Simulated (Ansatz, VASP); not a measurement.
One calculation of BP, two programs

INCAR

```
PREC = Accurate
ENCUT = 520
EDIFF = 1E-6
ISMEAR = 0
SIGMA = 0.05
LREAL = False
LASPH = True
NELM = 100
ALGO = Normal
ISIF = 2
LWAVE = False
LCHARG = True
GGA = PE
LELF = True
LVHAR = True
NBANDS = 11
```

Contents of KPOINTS:

```
regular mesh
0
Gamma
  12 12 12
```

POSCAR

```
BP
1.0
    0.0000000000      2.1351098814      2.4087430972
    2.4087430972      0.0000000000      2.4087430972
    2.4087430972      2.1351098814      0.0000000000
B P
1 1
Direct
    0.0000000000      0.0000000000      0.0000000000
    0.7500000000      0.7500000000      0.7500000000
```

Input for Ansatz:

```yaml
crystal:
  lattice:
    - [0.0, 2.1351098814, 2.4087430972]
    - [2.4087430972, 0.0, 2.4087430972]
    - [2.4087430972, 2.1351098814, 0.0]
  atoms:
    - { symbol: B, position: [0.0, 0.0, 0.0] }
    - { symbol: P, position: [0.75, 0.75, 0.75] }
basis:
  ecutwfc: 520.0
kpoints:
  mp_grid: { grid: [12, 12, 12] }
hamiltonian:
  xc: pbe
scf:
  occupations: { method: gaussian, width: 0.05 }
output:
  forces: true
  stress: true
  eigenvalues: true
```

Alike in both runs: task single point; functional PBE; k mesh 12 × 12 × 12; occupations gaussian, width 0.05 eV; no spin polarisation.

|  | VASP | Ansatz |
| --- | --- | --- |
| version | VASP 6.6.1 | Ansatz 0.2.0 |
| potentials or method | VASP PAW PBE potentials, release 64 (B, P), cutoff 520 eV | scalar-relativistic, plane waves, PAW |
| valence electrons in the cell | 8 | 8 |

```csv
,VASP,Ansatz,Ansatz less VASP
gap on the k mesh at the Fermi level (eV),none,none,-
pressure (GPa),-8.0,-7.8,+0.17
"traceless stress, the component that is largest in VASP (GPa)",17.07,17.05,-0.017
```

A gap of «none» marks a metal or a gap that the smearing closes.
